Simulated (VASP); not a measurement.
Here is a VASP 6.6.1 calculation.

INCAR

```
SYSTEM = Ti8C5
ALGO = Normal ; EDIFF = 1E-7
ENCUT = 520 ; GGA = PS
ISIF = 2 ; ISMEAR = 0
LASPH = .True. ; LCHARG = .False.
LREAL = .False. ; LWAVE = .False.
NBANDS = 70 ; NELM = 100
PREC = Accurate ; SIGMA = 0.1
```

Contents of KPOINTS:

```
k-points
0
Gamma
  6 6 6
  0 0 0
```

Contents of POSCAR:

```
Ti8C5
1.0
    3.0374171301      1.7536535977      4.9091826533
   -3.0374171301      1.7536535977      4.9091826533
    0.0000000000     -3.5073071955      4.9091826533
Ti C
8 5
Direct
    0.2497092250      0.7631112580      0.2497092250
    0.2497092250      0.2497092250      0.7631112580
    0.7631112580      0.2497092250      0.2497092250
    0.2368887420      0.7502907750      0.7502907750
    0.7502907750      0.2368887420      0.7502907750
    0.7502907750      0.7502907750      0.2368887420
    0.2447148956      0.2447148956      0.2447148956
    0.7552851044      0.7552851044      0.7552851044
    0.0000000000      0.0000000000      0.5000000000
    0.5000000000      0.0000000000      0.0000000000
    0.0000000000      0.5000000000      0.0000000000
    0.5000000000      0.5000000000      0.5000000000
    0.0000000000      0.0000000000      0.0000000000
```

Potentials or basis: VASP PAW PBE potentials, release 64 (Ti_sv, C).

The run is started by

```bash
$ cat potpaw_PBE.64/Ti_sv/POTCAR potpaw_PBE.64/C/POTCAR > POTCAR
$ mpirun -np 1 vasp_std > vasp.out
```

(1) What does it give for the band gap on the k mesh?

(2) What does it give for the largest force?

(3) What does it give for the pressure?

## Answers

(1) zero (bands 58 and 59 overlap by 0.06 eV).

(2) 0.025 eV/Å.

(3) 0.2 GPa.

Caveat: the PAW data sets were made with another functional, which shifts forces and pressure a little.
